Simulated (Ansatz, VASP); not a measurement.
**LiF: VASP beside Ansatz**

The input INCAR:

```
PREC = Accurate ; ENCUT = 520
EDIFF = 1E-6 ; ISMEAR = 0
SIGMA = 0.05 ; LREAL = False
LASPH = True ; NELM = 100
ALGO = Normal ; ISIF = 2
LWAVE = False ; LCHARG = True
GGA = CA ; LELF = True
LVHAR = True ; NBANDS = 18
```

File KPOINTS:

```
regular mesh
0
Gamma
  9 9 6
```

POSCAR

```
LiF
1.0
    2.9680706168      0.0000000000      0.0000000000
   -1.4840353084      2.5704245544      0.0000000000
    0.0000000000      0.0000000000      4.8557635292
Li F
2 2
Direct
    0.3333333333      0.6666666667      0.3839784076
    0.6666666667      0.3333333333      0.8839784076
    0.3333333333      0.6666666667      0.9910195924
    0.6666666667      0.3333333333      0.4910195924
```

Input for Ansatz:

```yaml
crystal:
  lattice:
    - [2.9680706168, 0.0, 0.0]
    - [-1.4840353084, 2.5704245544, 0.0]
    - [0.0, 0.0, 4.8557635292]
  atoms:
    - { symbol: Li, position: [0.3333333333, 0.6666666667, 0.3839784076] }
    - { symbol: Li, position: [0.6666666667, 0.3333333333, 0.8839784076] }
    - { symbol: F, position: [0.3333333333, 0.6666666667, 0.9910195924] }
    - { symbol: F, position: [0.6666666667, 0.3333333333, 0.4910195924] }
basis:
  ecutwfc: 520.0
kpoints:
  mp_grid: { grid: [9, 9, 6] }
hamiltonian:
  xc: lda
scf:
  occupations: { method: gaussian, width: 0.05 }
output:
  forces: true
  stress: true
  eigenvalues: true
```

Alike in both runs: task single point; functional LDA; k mesh 9 × 9 × 6; occupations gaussian, width 0.05 eV; no spin polarisation.

```csv
,VASP,Ansatz
version,VASP 6.6.1,Ansatz 0.2.0
potentials or method,"VASP PAW LDA potentials, release 64 (Li_sv, F), cutoff 520 eV","scalar-relativistic, plane waves, PAW"
valence electrons in the cell,20,20
```

Ansatz gave:

```
gap on the k mesh at the Fermi level (eV) : 7.90
least direct gap on the mesh (eV)         : 7.90
rms of the force components (eV/Å)        : 0.138
```

Task: Estimate VASP's values.

Result: gap on the k mesh at the Fermi level (eV): 7.89; least direct gap on the mesh (eV): 7.89; rms of the force components (eV/Å): 0.140.

LDA's correlation is that of Perdew and Zunger in VASP and of Perdew and Wang (1992) in Ansatz. Atom by atom the forces differ by 0.001 eV/Å (rms over components).

Noted on VASP's run: the cutoff is under 1.25 times that of the potentials, so the pressure is a little rough.
